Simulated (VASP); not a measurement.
Set up this calculation in VASP 6.6.1, as the native input.

| Property | Result |
| --- | --- |
| Task | single point |
| Functional | PBE |
| Potentials or basis | VASP PAW PBE potentials, release 64 (Si, O) |
| Cutoff | 520 eV |
| k mesh | 6 × 6 × 4 |
| Occupations | gaussian, width 0.02 eV |
| Spin | no spin polarisation |
| Dipole correction | no |
| Further INCAR settings | ALGO = Normal; EDIFF = 1e-06; NBANDS = 44 |

The structure of SiO2 lies in POSCAR:

```
SiO2
1.0
    5.0837000502      0.0000000000      0.0000000000
    0.0000000000      5.0837000502      0.0000000000
    0.0000000000      0.0000000000      7.1008764821
Si O
4 8
Direct
    0.2938575658      0.2938575658      0.0000000000
    0.2061424342      0.7938575658      0.2500000000
    0.7061424342      0.7061424342      0.5000000000
    0.7938575658      0.2061424342      0.7500000000
    0.2411800967      0.0934526103      0.1742257708
    0.4065473897      0.7411800967      0.4242257708
    0.7588199033      0.9065473897      0.6742257708
    0.5934526103      0.2588199033      0.9242257708
    0.7411800967      0.4065473897      0.5757742292
    0.9065473897      0.7588199033      0.3257742292
    0.2588199033      0.5934526103      0.0757742292
    0.0934526103      0.2411800967      0.8257742292
```

The input as run:

INCAR

```
  ALGO = Normal
  EDIFF = 1E-6
  ENCUT = 520
  GGA = PE
  ISIF = 2
  ISMEAR = 0
  LASPH = True
  LCHARG = True
  LELF = True
  LREAL = False
  LVHAR = True
  LWAVE = False
  NBANDS = 44
  NELM = 80
  PREC = Accurate
  SIGMA = 0.02
```

KPOINTS

```
k-points
0
Gamma
  6 6 4
```

Potentials or basis: VASP PAW PBE potentials, release 64 (Si, O).

The run is started by

```bash
$ cat potpaw_PBE.64/Si/POTCAR potpaw_PBE.64/O/POTCAR > POTCAR
$ mpirun -np 1 vasp_std > vasp.out
```

It gave:

```yaml
Pressure: 0.1 GPa
Largest_force: 0.018 eV/Å
Band_gap_on_the_k_mesh: 5.51 eV
```

Wall time 100 s on 1 thread of AMD EPYC 9R45 96-Core Processor (Zen 5), on a shared host, peak memory 0.34 GiB.
